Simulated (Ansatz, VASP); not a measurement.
**One calculation of YSe, two programs**

INCAR

```
PREC = Accurate
ENCUT = 520
EDIFF = 1E-8
ISMEAR = -1
SIGMA = 0.02
LREAL = F
LASPH = T
NELM = 80
ALGO = Normal
ISIF = 2
LWAVE = F
LCHARG = F
GGA = CA
LEFG = T
NBANDS = 16
```

The input KPOINTS:

```
regular mesh
0
Gamma
  9 9 9
```

File POSCAR:

```
YSe
1.0
    0.0000000000      2.8206278024      2.8206278024
    2.8206278024      0.0000000000      2.8206278024
    2.8206278024      2.8206278024      0.0000000000
Y Se
1 1
Direct
    0.5000000000      0.5000000000      0.5000000000
    0.0000000000      0.0000000000      0.0000000000
```

Input for Ansatz:

```yaml
crystal:
  lattice:
    - [0.0, 2.8206278024, 2.8206278024]
    - [2.8206278024, 0.0, 2.8206278024]
    - [2.8206278024, 2.8206278024, 0.0]
  atoms:
    - { symbol: "Y", position: [0.5, 0.5, 0.5] }
    - { symbol: Se, position: [0.0, 0.0, 0.0] }
kpoints:
  mp_grid: { grid: [9, 9, 9] }
scf:
  occupations: { method: fermi_dirac, width: 0.02 }
hamiltonian:
  xc: lda
  pseudopotentials: { kind: paw }
output:
  forces: true
  stress: true
  eigenvalues: true
  efg: { contact_densities: true }
  populations: true
```

Alike in both runs: task electric field gradients; functional LDA; k mesh 9 × 9 × 9; occupations fermi-dirac, width 0.02 eV; no spin polarisation.

|  | VASP | Ansatz |
| --- | --- | --- |
| version | VASP 6.6.1 | Ansatz 0.2.0 |
| potentials or method | VASP PAW LDA potentials, release 64 (Y_sv, Se) | PAW with Ansatz's default frozen-core files, scalar-relativistic |
| plane-wave cutoff (eV) | 520 | 420 |
| valence electrons in the cell | 17 | 27 |

```csv
,VASP,Ansatz,Ansatz less VASP
pressure (GPa),0.2,0.0,-0.18
```

LDA's correlation is that of Perdew and Zunger in VASP and of Perdew and Wang (1992) in Ansatz. VASP's potentials hold 17 valence electrons a cell and Ansatz's 27, so a difference there can come from the potentials and not from the codes.
